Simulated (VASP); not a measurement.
# TiO (P4/mmm) in VASP: further runs

TiO is run at these levels: PBEsol; tasks: single point.

All numbers are computed with VASP 6.6.1; they aren't measurements. Logs are shortened: lines on timing, memory, paths and dates and some standing lists are left out, and cuts for length are marked.

## (1) The cell of the first run

The structure is tetragonal, space group P4/mmm (No. 123). The conventional cell has a = 4.258 Å, b = 4.258 Å, c = 3.619 Å, α = 90.00°, β = 90.00°, γ = 90.00°. Ti (site symmetry 4/mmm) has 4 O at 2.13 Å and 8 Ti at 2.79 Å within 2.8 Å. Within 2.4 Å of Ti (site symmetry mmm) lie 4 O at 1.81 to 2.13 Å. O (site symmetry mmm) has 4 Ti at 1.81 to 2.13 Å within 2.4 Å. Within 2.8 Å of O (site symmetry 4/mmm) lie 4 Ti at 2.13 Å and 8 O at 2.79 Å.

## (2) Single point, PBEsol

File INCAR:

```
ALGO = Normal
EDIFF = 1E-6
ENCUT = 520
GGA = PS
ISIF = 2
ISMEAR = 0
LASPH = True
LCHARG = False
LREAL = False
LWAVE = False
NBANDS = 36
NELM = 100
PREC = Accurate
SIGMA = 0.15
```

File KPOINTS:

```
k-points
0
Gamma
  14 14 14
```

File POSCAR:

```
TiO
1.0
    4.2580425106      0.0000000000      0.0000000000
    0.0000000000      4.2580425106      0.0000000000
    0.0000000000      0.0000000000      3.6193361340
Ti O
3 3
Direct
    0.5000000000      0.5000000000      0.0000000000
    0.0000000000      0.5000000000      0.5000000000
    0.5000000000      0.0000000000      0.5000000000
    0.0000000000      0.5000000000      0.0000000000
    0.5000000000      0.0000000000      0.0000000000
    0.0000000000      0.0000000000      0.5000000000
```

Potentials or basis: VASP PAW PBE potentials, release 64 (Ti_sv, O).

The run is started by

```sh
cat potpaw_PBE.64/Ti_sv/POTCAR potpaw_PBE.64/O/POTCAR > POTCAR
mpirun -np 1 vasp_std > vasp.out
```

OUTCAR:

```text
EDIFF = 1E-6
   ENCUT = 520
   GGA = PS
   ISIF = 2
   ISMEAR = 0
   LASPH = True
   LREAL = False
   NELM = 100
   PREC = Accurate

 ion  position               nearest neighbor table
   1  0.500  0.500  0.000-   4 2.13   5 2.13   5 2.13   4 2.13   2 2.79   3 2.79   3 2.79   2 2.79
                             3 2.79   2 2.79   3 2.79   2 2.79
   2  0.000  0.500  0.500-   4 1.81   4 1.81   6 2.13   6 2.13   1 2.79   1 2.79   1 2.79   1 2.79

   3  0.500  0.000  0.500-   5 1.81   5 1.81   6 2.13   6 2.13   1 2.79   1 2.79   1 2.79   1 2.79

   4  0.000  0.500  0.000-   2 1.81   2 1.81   1 2.13   1 2.13
   5  0.500  0.000  0.000-   3 1.81   3 1.81   1 2.13   1 2.13
   6  0.000  0.000  0.500-   2 2.13   3 2.13   2 2.13   3 2.13

  LATTYP: Found a simple tetragonal cell.
 ALAT       =     4.2580425106
 C/A-ratio  =     0.8500000000

  Lattice vectors:

 A1 = (   4.2580425106,   0.0000000000,   0.0000000000)
 A2 = (   0.0000000000,   4.2580425106,   0.0000000000)
 A3 = (   0.0000000000,   0.0000000000,   3.6193361340)

Analysis of symmetry for initial positions (statically):
=====================================================================
 Subroutine PRICEL returns:
 Original cell was already a primitive cell.

 Routine SETGRP: Setting up the symmetry group for a
 simple tetragonal supercell.

 Subroutine GETGRP returns: Found 16 space group operations
 (whereof 16 operations were pure point group operations)
 out of a pool of 16 trial point group operations.

The static configuration has the point symmetry D_4h.

Analysis of symmetry for dynamics (positions and initial velocities):
=====================================================================
 Subroutine PRICEL returns:
 Original cell was already a primitive cell.

 Routine SETGRP: Setting up the symmetry group for a
 simple tetragonal supercell.

 Subroutine GETGRP returns: Found 16 space group operations
 (whereof 16 operations were pure point group operations)
 out of a pool of 16 trial point group operations.

The dynamic configuration has the point symmetry D_4h.

 Subroutine INISYM returns: Found 16 space group operations
 (whereof 16 operations are pure point group operations),
 and found     1 'primitive' translations

----------------------------------------------------------------------------------------

                                     Primitive cell

  volume of cell :      65.6219

  direct lattice vectors                    reciprocal lattice vectors
     4.258042511  0.000000000  0.000000000     0.234849699  0.000000000  0.000000000
     0.000000000  4.258042511  0.000000000     0.000000000  0.234849699  0.000000000
     0.000000000  0.000000000  3.619336134     0.000000000  0.000000000  0.276293763

  length of vectors
     4.258042511  4.258042511  3.619336134     0.234849699  0.234849699  0.276293763

  position of ions in fractional coordinates (direct lattice)
     0.500000000  0.500000000  0.000000000
     0.000000000  0.500000000  0.500000000
     0.500000000  0.000000000  0.500000000
     0.000000000  0.500000000  0.000000000
     0.500000000  0.000000000  0.000000000
     0.000000000  0.000000000  0.500000000

  ion indices of the primitive-cell ions
   primitive index   ion index
                 1           1
                 2           2
                 3           3
                 4           4
                 5           5
                 6           6

----------------------------------------------------------------------------------------

 KPOINTS: k-points

Automatic generation of k-mesh.
 Grid dimensions read from file:
 generate k-points for:   14   14   14

 Generating k-lattice:

  Cartesian coordinates                     Fractional coordinates (reciprocal lattice)
     0.016774978  0.000000000  0.000000000     0.071428571  0.000000000  0.000000000
     0.000000000  0.016774978  0.000000000     0.000000000  0.071428571  0.000000000
     0.000000000  0.000000000  0.019735269     0.000000000  0.000000000  0.071428571

  Length of vectors
     0.016774978  0.016774978  0.019735269

  Shift w.r.t. Gamma in fractional coordinates (k-lattice)
     0.000000000  0.000000000  0.000000000

 Subroutine IBZKPT returns following result:
 ===========================================

 Found    288 irreducible k-points:

 Following reciprocal coordinates:
            Coordinates               Weight
  0.000000  0.000000  0.000000      1.000000
  0.071429  0.000000  0.000000      4.000000
  0.142857  0.000000  0.000000      4.000000
  0.214286  0.000000  0.000000      4.000000
  0.285714  0.000000  0.000000      4.000000
  0.357143  0.000000  0.000000      4.000000
[... 16 lines left out ...]
  0.285714  0.214286  0.000000      8.000000
  0.357143  0.214286  0.000000      8.000000
 [... further k-points ...]
   k-points           NKPTS =    288   k-points in BZ     NKDIM =    288   number of bands    NBANDS=     36
   number of dos      NEDOS =    301   number of ions     NIONS =      6
   total plane-waves  NPLWV =  28672
   dimension x,y,z NGX =    32 NGY =   32 NGZ =   28
   dimension x,y,z NGXF=    64 NGYF=   64 NGZF=   56
   ions per type =               3   3
   NGX,Y,Z   is equivalent  to a cutoff of  12.49, 12.49, 12.86 a.u.
   NGXF,Y,Z  is equivalent  to a cutoff of  24.99, 24.99, 25.72 a.u.
 SYSTEM =  unknown system
   PREC   = accura    normal or accurate (medium, high low for compatibility)
   ISTART =      0    job   : 0-new  1-cont  2-samecut
   ICHARG =      2    charge: 1-file 2-atom 10-const
   ISPIN  =      1    spin polarized calculation?
   LNONCOLLINEAR =      F non collinear calculations
   LSORBIT =      F    spin-orbit coupling
   LASPH  =      T    aspherical Exc in radial PAW
   ENCUT  =  520.0 eV  38.22 Ry    6.18 a.u.   7.92  7.92  6.73*2*pi/ulx,y,z
   NELM   =    100;   NELMIN=  2; NELMDL= -5     # of ELM steps
   EDIFF  = 0.1E-05   stopping-criterion for ELM
   LREAL  =      F    real-space projection
   EDIFFG = 0.1E-04   stopping-criterion for IOM
   NSW    =      0    number of steps for IOM
   IBRION =     -1    ionic relax: 0-MD 1-quasi-New 2-CG
   NFREE  =      0    steps in history (QN), initial steepest desc. (CG)
   ISIF   =      2    stress and relaxation
   ISYM   =      2    0-nonsym 1-usesym 2-fastsym
   POTIM  = 0.5000    time-step for ionic-motion
   TEBEG  =    0.0;   TEEND  =   0.0 temperature during run
   PSTRESS=    0.0 pullay stress
   NELECT =      54.0000    total number of electrons
   NUPDOWN=      -1.0000    fix difference up-down
   EMIN   =  10.00;   EMAX   =-10.00  energy-range for DOS
   EFERMI =   0.00;   METHOD = LEGACY
   ISMEAR =     0;   SIGMA  =   0.15  broadening in eV -4-tet -1-fermi 0-gaus
   EFERMI_NEDOS =   21; number of points for ismear=-14 and -15
   IALGO  =     38    algorithm
   IMIX   =      4    mixing-type and parameters
     AMIX     =   0.40;   BMIX     =  1.00
     AMIX_MAG =   1.60;   BMIX_MAG =  1.00
  volume/ion in A,a.u.               =      10.94        73.81
  Fermi-wavevector in a.u.,A,eV,Ry     =   1.534110  2.899047 32.021215  2.353493
  Thomas-Fermi vector in A             =   2.641083
   LORBIT       =      0    0 simple, 1 ext, 2 COOP (PROOUT), +10 PAW based schemes
   GGA     = PS    functional components
   LHFCALC =     F    Hartree Fock is set to
   AEXX    =    0.0000 exact exchange contribution
   IVDW    =     0    specifies the selected vdW correction
   LEPSILON=     F    determine dielectric tensor
   LRPA    =     F    only Hartree local field effects (RPA)
 non-spin polarized calculation
 Gauss-broadening in eV      SIGMA  =   0.15
  energy-cutoff  :      520.00
  volume of cell :       65.62
 maximum number of plane-waves:      1792
 NGX is ok and might be reduce to    32
   NGX = 15   NGY = 15   NGZ = 13

 number of electron      53.9999992 magnetization

 Free energy of the ion-electron system (eV)
  ---------------------------------------------------
  ext. energy  EPLUGINS =         0.00000000
  ---------------------------------------------------
  free energy    TOTEN  =       -54.89462522 eV

  energy without entropy =      -54.86714507  energy(sigma->0) =      -54.88088514

 E-fermi :   8.2627     XC(G=0): -12.2357

 val. band max:        8.2578544399   @ k =   0.3571   0.0000   0.0714
 cond. band min:       8.2628147395   @ k =   0.5000   0.4286   0.0714
 fundamental gap:      0.0049602996
 Fermi energy:         8.2626909992

 k-point     1 :       0.0000    0.0000    0.0000
  band No.  band energies     occupation
      1     -48.5694      2.00000
      2     -48.4254      2.00000
      3     -48.3645      2.00000
      4     -25.3536      2.00000
      5     -25.2359      2.00000
      6     -25.2359      2.00000
[... 28 lines left out ...]
     35      11.5261      0.00000
     36      11.5591      0.00000

 k-point     2 :       0.0714    0.0000    0.0000
  band No.  band energies     occupation
      1     -48.5677      2.00000
      2     -48.4261      2.00000
      3     -48.3654      2.00000
      4     -25.3512      2.00000
      5     -25.2344      2.00000
      6     -25.2314      2.00000
[... 28 lines left out ...]
     35      11.5012      0.00000
     36      11.5707      0.00000

 k-point     3 :       0.1429    0.0000    0.0000
  band No.  band energies     occupation
      1     -48.5629      2.00000
      2     -48.4284      2.00000
      3     -48.3680      2.00000
      4     -25.3440      2.00000
      5     -25.2300      2.00000
      6     -25.2187      2.00000
[... 28 lines left out ...]
     35      11.3469      0.00000
     36      11.7585      0.00000
[... 742 lines left out ...]
 k-point    23 :       0.2857    0.2143    0.0000
  band No.  band energies     occupation
      1     -48.5315      2.00000
      2     -48.4405      2.00000
      3     -48.3871      2.00000
      4     -25.3014      2.00000
      5     -25.2308      2.00000
      6     -25.1900      2.00000
[... 28 lines left out ...]
     35      11.2151      0.00000
     36      11.6292      0.00000

 k-point    24 :       0.3571    0.2143    0.0000
  band No.  band energies     occupation
      1     -48.5212      2.00000
      2     -48.4459      2.00000
      3     -48.3920      2.00000
      4     -25.2883      2.00000
      5     -25.2360      2.00000
      6     -25.1803      2.00000
[... 28 lines left out ...]
     35      11.2263      0.00000
     36      11.5941      0.00000

 [... further k-points ...]

------------------------ aborting loop because EDIFF is reached ----------------------------------------

  FORCE on cell =-STRESS in cart. coord.  units (eV):
  Direction    XX          YY          ZZ          XY          YZ          ZX
  --------------------------------------------------------------------------------------
  -------------------------------------------------------------------------------------
  Total       -4.3489338     -4.3489338     23.2347459      0.0000000      0.0000000      0.0000000
  in kB     -106.1804298   -106.1804298    567.2827865      0.0000000      0.0000000      0.0000000
  external PRESSURE =     118.3073090 kB  Pullay stress =       0.0000000 kB

 VOLUME and BASIS-vectors are now :
 -----------------------------------------------------------------------------
  energy-cutoff  :      520.00
  volume of cell :       65.62
      direct lattice vectors                 reciprocal lattice vectors
     4.258042511  0.000000000  0.000000000     0.234849699  0.000000000  0.000000000
     0.000000000  4.258042511  0.000000000     0.000000000  0.234849699  0.000000000
     0.000000000  0.000000000  3.619336134     0.000000000  0.000000000  0.276293763

 POSITION                                       TOTAL-FORCE (eV/Angst)
 -----------------------------------------------------------------------------------
      2.12902      2.12902      0.00000         0.000000      0.000000      0.000000
      0.00000      2.12902      1.80967         0.000000      0.000000      0.000000
      2.12902      0.00000      1.80967         0.000000      0.000000      0.000000
      0.00000      2.12902      0.00000         0.000000      0.000000      0.000000
      2.12902      0.00000      0.00000         0.000000      0.000000      0.000000
      0.00000      0.00000      1.80967         0.000000      0.000000      0.000000
 -----------------------------------------------------------------------------------
    total drift:                                0.000000     -0.000000     -0.000000

  FREE ENERGIE OF THE ION-ELECTRON SYSTEM (eV)
  ---------------------------------------------------
  free  energy   TOTEN  =       -54.8946252153 eV

  energy  without entropy=      -54.8671450714  energy(sigma->0) =      -54.88088514
```

Wall time 11 min (1 thread of Intel Xeon Platinum 8175M at 2.50GHz (Skylake/Cascade Lake), shared host); peak memory 0.57 GiB.

Results:

| Quantity | Value |
| --- | --- |
| Free energy | -54.8946 eV |
| Pressure | 11.8 GPa |
| Band gap on the k mesh | zero (bands 27 and 28 overlap by 2.22 eV) |

Levels at points of the mesh, in eV from the Fermi level:
| k point | band 23 | band 24 | band 25 | band 26 | band 27 | band 28 | band 29 | band 30 | band 31 | band 32 |
| --- | --- | --- | --- | --- | --- | --- | --- | --- | --- | --- |
| (0.00, 0.00, 0.00) | -2.90 | -2.90 | -2.18 | -1.60 | -1.37 | -1.37 | 1.34 | 1.34 | 1.41 | 1.81 |
| (0.50, 0.00, 0.00) | -3.16 | -2.78 | -2.59 | -1.12 | 0.57 | 0.60 | 0.96 | 1.01 | 1.06 | 1.41 |
| (0.50, 0.50, 0.00) | -3.64 | -3.48 | -1.30 | -0.24 | -0.03 | -0.03 | 1.61 | 1.75 | 1.75 | 1.84 |
| (0.00, 0.00, 0.50) | -3.84 | -3.30 | -2.38 | -0.67 | 0.32 | 0.32 | 0.61 | 2.11 | 2.26 | 2.34 |
| (0.50, 0.00, 0.50) | -4.14 | -2.13 | -1.07 | -0.88 | -0.87 | 1.43 | 1.59 | 1.99 | 2.25 | 2.60 |
| (0.50, 0.50, 0.50) | -4.40 | -1.92 | -1.22 | -1.22 | 0.84 | 0.95 | 2.24 | 2.72 | 2.72 | 3.37 |

Caveat: the stress differs along the axes, from -11 to 57 GPa; the PAW data sets were made with another functional, which shifts forces and pressure a little; semilocal functionals often make such compounds metallic where correlation or magnetic order opens a gap, which also shifts bond lengths.

(Part 1 of 2 ends here.)
